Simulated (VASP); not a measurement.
# PbS in VASP: notebook, part 2 of 2

VASP 6.6.1. The steps go on from the part before.

**3. Single point, HF**

This run uses another cell than the first one, of 27.13 Å³/atom.

POSCAR

```
PbS
1.0
    0.0000000000      3.0047775019      3.0047775019
    3.0047775019      0.0000000000      3.0047775019
    3.0047775019      3.0047775019      0.0000000000
Pb S
1 1
Direct
    0.0000000000      0.0000000000      0.0000000000
    0.5000000000      0.5000000000      0.5000000000
```

INCAR.step1

```
SYSTEM = PbS
  PREC = Accurate
  ENCUT = 520
  EDIFF = 1E-5
  ISMEAR = -1
  SIGMA = 0.05
  LREAL = .FALSE.
  LASPH = .TRUE.
  NELM = 80
  ALGO = Normal
  ISIF = 2
  LWAVE = .TRUE.
  LCHARG = .FALSE.
  NBANDS = 17
  GGA = PE
```

INCAR.step2

```
SYSTEM = PbS
  PREC = Accurate
  ENCUT = 520
  EDIFF = 1E-6
  ISMEAR = -1
  SIGMA = 0.05
  LREAL = .FALSE.
  LASPH = .TRUE.
  NELM = 80
  ALGO = Normal
  ISIF = 2
  LWAVE = .FALSE.
  LCHARG = .FALSE.
  GGA = PE
  LHFCALC = .TRUE.
  AEXX = 1.0
  ALDAC = 0.0
  AGGAC = 0.0
  PRECFOCK = Normal
  NBANDS = 17
  ISTART = 1
```

KPOINTS

```
Automatic mesh
0
G
  4 4 4
  0 0 0
```

Potentials or basis: VASP PAW PBE potentials, release 64 (Pb_d, S).

The run is started by

```bash
cat potpaw_PBE.64/Pb_d/POTCAR potpaw_PBE.64/S/POTCAR > POTCAR
cp INCAR.step1 INCAR
mpirun -np 1 vasp_std > vasp.out
cp INCAR.step2 INCAR
mpirun -np 1 vasp_std > vasp.out
```

OUTCAR:

```text
SYSTEM = PbS
   PREC = Accurate
   ENCUT = 520
   EDIFF = 1E-6
   ISMEAR = -1
   LREAL = .FALSE.
   LASPH = .TRUE.
   NELM = 80
   ISIF = 2
   GGA = PE
   LHFCALC = .TRUE.
   AEXX = 1.0
   PRECFOCK = Normal
   ISTART = 1

 ion  position               nearest neighbor table
   1  0.000  0.000  0.000-   2 3.00   2 3.00   2 3.00   2 3.00   2 3.00   2 3.00
   2  0.500  0.500  0.500-   1 3.00   1 3.00   1 3.00   1 3.00   1 3.00   1 3.00

  LATTYP: Found a face centered cubic cell.
 ALAT       =     6.0095550038

  Lattice vectors:

 A1 = (   0.0000000000,   3.0047775019,   3.0047775019)
 A2 = (   3.0047775019,   0.0000000000,   3.0047775019)
 A3 = (   3.0047775019,   3.0047775019,   0.0000000000)

Analysis of symmetry for initial positions (statically):
=====================================================================
 Subroutine PRICEL returns:
 Original cell was already a primitive cell.

 Routine SETGRP: Setting up the symmetry group for a
 face centered cubic supercell.

 Subroutine GETGRP returns: Found 48 space group operations
 (whereof 48 operations were pure point group operations)
 out of a pool of 48 trial point group operations.

The static configuration has the point symmetry O_h .

Analysis of symmetry for dynamics (positions and initial velocities):
=====================================================================
 Subroutine PRICEL returns:
 Original cell was already a primitive cell.

 Routine SETGRP: Setting up the symmetry group for a
 face centered cubic supercell.

 Subroutine GETGRP returns: Found 48 space group operations
 (whereof 48 operations were pure point group operations)
 out of a pool of 48 trial point group operations.

The dynamic configuration has the point symmetry O_h .

 Subroutine INISYM returns: Found 48 space group operations
[... 101 lines left out ...]
  volume/ion in A,a.u.               =      27.13       183.08
  Fermi-wavevector in a.u.,A,eV,Ry     =   1.173805  2.218169 18.746345  1.377817
  Thomas-Fermi vector in A             =   2.310212
   LORBIT       =      0    0 simple, 1 ext, 2 COOP (PROOUT), +10 PAW based schemes
   GGA     = PE    functional components
   LHFCALC =     T    Hartree Fock is set to
   PRECFOCK=normal    Normal, Fast or Accurate (Low or Medium for compatibility)
   ENCUT4O =  -1.0   cutoff for four orbital integrals eV
   NKREDX  =     1    reduce k-point grid by
   NKREDY  =     1    reduce k-point grid by
   NKREDZ  =     1    reduce k-point grid by
   AEXX    =    1.0000 exact exchange contribution
   HFSCREEN=    0.0000 screening length (either q_TF or 0.3 A-1)
   HFSCREENC=   0.0000 screening length for correlation (either q_TF or 0.3 A-1)
   ENCUTFOCK=  -1.0 apply spherical cutoff to Coloumb kernel
   IVDW    =     0    specifies the selected vdW correction
   LEPSILON=     F    determine dielectric tensor
   LRPA    =     F    only Hartree local field effects (RPA)
 non-spin polarized calculation
  energy-cutoff  :      520.00
  volume of cell :       54.26
 maximum number of plane-waves:      1476
  NGX = 24; NGY = 24; NGZ = 24

 number of electron      20.0000003 magnetization

 Free energy of the ion-electron system (eV)
  ---------------------------------------------------
  ext. energy  EPLUGINS =         0.00000000
  ---------------------------------------------------
  free energy    TOTEN  =       -17.80038279 eV

  energy without entropy =      -17.80038279  energy(sigma->0) =      -17.80038279

 E-fermi :   4.9382     XC(G=0):   0.0000

 val. band max:        3.8431674022   @ k =   0.5000   0.0000   0.0000
 cond. band min:       9.5467189044   @ k =   0.5000   0.0000   0.0000
 fundamental gap:      5.7035515022
 Fermi energy:         4.9381550622

 k-point     1 :       0.0000    0.0000    0.0000
  band No.  band energies     occupation
      1     -19.7631      2.00000
      2     -19.7631      2.00000
      3     -19.7261      2.00000
      4     -19.7261      2.00000
      5     -19.7261      2.00000
      6     -15.4624      2.00000
[... 137 lines left out ...]
      4     -19.7134      2.00000
      5     -19.6767      2.00000
      6     -13.4896      2.00000
[... 9 lines left out ...]
     16      23.2462      0.00000
     17      23.7417      0.00000

------------------------ aborting loop because EDIFF is reached ----------------------------------------

  FORCE on cell =-STRESS in cart. coord.  units (eV):
  Direction    XX          YY          ZZ          XY          YZ          ZX
  --------------------------------------------------------------------------------------
  -------------------------------------------------------------------------------------
  Total        1.5389374      1.5389374      1.5389374      0.0000000     -0.0000000      0.0000000
  in kB       45.4427474     45.4427474     45.4427474      0.0000000     -0.0000000      0.0000000
  external PRESSURE =      45.4427474 kB  Pullay stress =       0.0000000 kB

 VOLUME and BASIS-vectors are now :
 -----------------------------------------------------------------------------
  energy-cutoff  :      520.00
  volume of cell :       54.26
      direct lattice vectors                 reciprocal lattice vectors
     0.000000000  3.004777502  3.004777502    -0.166401672  0.166401672  0.166401672
     3.004777502  0.000000000  3.004777502     0.166401672 -0.166401672  0.166401672
     3.004777502  3.004777502  0.000000000     0.166401672  0.166401672 -0.166401672

 POSITION                                       TOTAL-FORCE (eV/Angst)
 -----------------------------------------------------------------------------------
      0.00000      0.00000      0.00000         0.000000      0.000000      0.000000
      3.00478      3.00478      3.00478        -0.000000     -0.000000     -0.000000
 -----------------------------------------------------------------------------------
    total drift:                               -0.000000     -0.000001      0.000000

  FREE ENERGIE OF THE ION-ELECTRON SYSTEM (eV)
  ---------------------------------------------------
  free  energy   TOTEN  =       -17.8003827894 eV

  energy  without entropy=      -17.8003827894  energy(sigma->0) =      -17.80038279
```

OUTCAR.step1:

```text
SYSTEM = PbS
   PREC = Accurate
   ENCUT = 520
   EDIFF = 1E-5
   ISMEAR = -1
   LREAL = .FALSE.
[... 362 lines left out ...]
      0.00000      0.00000      0.00000        -0.000000      0.000000      0.000000
      3.00478      3.00478      3.00478         0.000000     -0.000000     -0.000000
 -----------------------------------------------------------------------------------
    total drift:                                0.000000     -0.000000     -0.000000

  FREE ENERGIE OF THE ION-ELECTRON SYSTEM (eV)
  ---------------------------------------------------
  free  energy   TOTEN  =        -8.7571752871 eV

  energy  without entropy=       -8.7566711934  energy(sigma->0) =       -8.75692324
```

OSZICAR.step1:

```text
N       E                     dE             d eps       ncg     rms          rms(c)
DAV:   1     0.162764629519E+03    0.16276E+03   -0.95526E+03   272   0.122E+03
DAV:   2     0.407604277574E+01   -0.15869E+03   -0.15319E+03   272   0.308E+02
DAV:   3    -0.887770164139E+01   -0.12954E+02   -0.12877E+02   335   0.941E+01
DAV:   4    -0.926413400929E+01   -0.38643E+00   -0.38616E+00   318   0.172E+01
DAV:   5    -0.927673679297E+01   -0.12603E-01   -0.12600E-01   408   0.328E+00    0.434E+00
DAV:   6    -0.875234920461E+01    0.52439E+00   -0.15839E+00   420   0.794E+00    0.305E+00
DAV:   7    -0.875393686659E+01   -0.15877E-02   -0.14171E-01   330   0.184E+00    0.182E+00
DAV:   8    -0.875762910032E+01   -0.36922E-02   -0.17841E-02   310   0.139E+00    0.379E-01
DAV:   9    -0.875693677416E+01    0.69233E-03   -0.37418E-03   413   0.508E-01    0.100E-01
DAV:  10    -0.875717389159E+01   -0.23712E-03   -0.41570E-04   318   0.119E-01    0.761E-02
DAV:  11    -0.875717528709E+01   -0.13955E-05   -0.63336E-05   364   0.845E-02
   1 F= -.87571753E+01 E0= -.87569232E+01  d E =-.504094E-03
```

Wall time 10 min (1 thread of Intel Xeon Platinum 8488C (Sapphire Rapids), shared host); peak memory 0.18 GiB.

Results:

```
Free energy            : -17.8004 eV
Pressure               : 4.5 GPa
Band gap on the k mesh : 5.70 eV
```

Levels at points of the mesh, in eV from the valence-band top:
```
           k point  band 7  band 8  band 9  band 10  band 11  band 12  band 13  band 14
(0.00, 0.00, 0.00)   -7.41   -3.45   -3.45    -3.45    11.69    11.69    11.69    13.00
(0.50, 0.00, 0.00)  -11.70   -3.05   -3.05     0.00     5.70     7.50     7.50    15.26
(0.50, 0.50, 0.00)   -8.99   -7.30   -5.05    -5.05     9.51    12.28    12.35    12.35
```

Caveat: the k points lie up to 0.45 Å⁻¹ apart; the PAW data sets were made with another functional, which shifts forces and pressure a little; spin-orbit coupling is left out, which moves the levels of the heavy elements.

**4. Single point, PBEsol**

This run uses another cell than the first one, of 26.08 Å³/atom.

INCAR

```
SYSTEM = PbS
  ALGO = Normal
  EDIFF = 1E-6
  ENCUT = 520
  GGA = PS
  ISIF = 2
  ISMEAR = -1
  LASPH = .True.
  LCHARG = .True.
  LELF = .True.
  LREAL = .False.
  LVHAR = .True.
  LWAVE = .False.
  NBANDS = 17
  NELM = 80
  PREC = Accurate
  SIGMA = 0.05
```

KPOINTS

```
k-points
0
Gamma
  7 7 7
  0 0 0
```

POSCAR

```
PbS
1.0
    0.0296575000      2.9657500000      2.9657500000
    2.9657500000      0.0296575000      2.9657500000
    2.9954075000      2.9954075000      0.0000000000
Pb S
1 1
Direct
    0.0000000000      0.0000000000      0.0000000000
    0.5000000000      0.5000000000      0.5000000000
```

The run is started by

```bash
cat potpaw_PBE.64/Pb_d/POTCAR potpaw_PBE.64/S/POTCAR > POTCAR
mpirun -np 1 vasp_std > vasp.out
```

Run time: 56 s. Hardware: 1 thread of Intel Xeon Platinum 8375C at 2.90GHz (Ice Lake), shared host; peak memory 0.2 GiB.

The run converged. Its results:

| Item | Value |
| --- | --- |
| Free energy | -9.4566 eV |
| Pressure | -1.0 GPa |
| Band gap on the k mesh | 0.81 eV (least direct gap 0.88 eV) |

Stress tensor (GPa, compression positive):
```
-0.96 -0.40  0.00
-0.40 -0.96  0.00
 0.00  0.00 -0.97
```

Levels at points of the mesh, in eV from the valence-band top:
```csv
k point,band 7,band 8,band 9,band 10,band 11,band 12,band 13,band 14
"(0.00, 0.00, 0.00)",-5.81,-1.99,-1.92,-1.84,5.41,5.41,5.42,6.76
```

Caveat: the PAW data sets were made with another functional, which shifts forces and pressure a little; spin-orbit coupling is left out, which moves the levels of the heavy elements; an odd mesh through Γ misses points on the zone boundary, where band edges can lie.

**5. Summary**

| level | cell | k mesh | grid for exact exchange (PRECFOCK) | share of exact exchange | gap on the mesh (eV) | pressure (GPa) |
| --- | --- | --- | --- | --- | --- | --- |
| HF | a = 4.222 Å, angles 60.0°, 2 atoms | 4 × 4 × 4 | Normal | 1 | 5.60 | 5.9 |
| HF | a = 4.249 Å, angles 60.0°, 2 atoms | 4 × 4 × 4 | Normal | 1 | 5.70 | 4.5 |
| PBEsol | a = 4.194, b = 4.194, c = 4.236 Å, angles 59.7, 59.7, 59.3°, 2 atoms | 7 × 7 × 7 | - | - | 0.81 | -1.0 |

Alike in all rows: task single point; potentials or basis VASP PAW PBE potentials, release 64 (Pb_d, S); no spin polarisation; cutoff (eV) 520; smearing fermi-dirac 0.05 eV.

Caveats: some runs use coarse meshes; the PAW data sets were made with another functional, which shifts forces and pressure a little; spin-orbit coupling is left out, which moves the levels of the heavy elements; an odd mesh through Γ misses points on the zone boundary, where band edges can lie (at least some runs).

Absolute energies hang on the potentials; compare differences alone.
